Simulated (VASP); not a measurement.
Input of a VASP 6.6.1 run:

Contents of INCAR:

```
SYSTEM = Al3GaN4
  PREC = Accurate
  ENCUT = 600
  EDIFF = 1E-7
  ISMEAR = 0
  SIGMA = 0.02
  LREAL = .FALSE.
  LASPH = .TRUE.
  NELM = 60
  ALGO = Normal
  ISIF = 3
  LWAVE = .FALSE.
  LCHARG = .FALSE.
  GGA = PS
  IBRION = 2
  NSW = 70
  EDIFFG = -0.008
  PSTRESS = 200.0
```

KPOINTS

```
regular mesh
0
G
  6 6 6
  0 0 0
```

Contents of POSCAR:

```
Al3GaN4
1.0
    4.2816221805      0.0000000000      0.0000000000
    0.0000000000      4.2816221805      0.0000000000
    0.0000000000      0.0000000000      4.2816221805
Al Ga N
3 1 4
Direct
    0.5000000000      0.5000000000      0.0000000000
    0.5000000000      0.0000000000      0.5000000000
    0.0000000000      0.5000000000      0.5000000000
    0.0000000000      0.0000000000      0.0000000000
    0.7446632026      0.7446632026      0.2553367974
    0.7446632026      0.2553367974      0.7446632026
    0.2553367974      0.7446632026      0.7446632026
    0.2553367974      0.2553367974      0.2553367974
```

Potentials or basis: VASP PAW PBE potentials, release 64 (Al, Ga_d, N).

Command:

```console
$ cat potpaw_PBE.64/Al/POTCAR potpaw_PBE.64/Ga_d/POTCAR potpaw_PBE.64/N/POTCAR > POTCAR
$ mpirun -np 1 vasp_std > vasp.out
```

(1) Predict the space group after relaxing (to 0.1 Å).

(2) Estimate the band gap on the k mesh.

(3) Predict the relaxed volume.

(4) What does it give for the relaxed cell?

Results:

(1) P-43m (No. 215).

(2) 3.37 eV (least direct gap 3.38 eV).

(3) 9.82 Å³/atom.

(4) a = 4.283 Å, b = 4.283 Å, c = 4.283 Å, α = 90.00°, β = 90.00°, γ = 90.00°.

Caveat: the cell is relaxed towards a set pressure, so the run minimises the enthalpy, not the energy; the PAW data sets were made with another functional, which shifts forces and pressure a little.
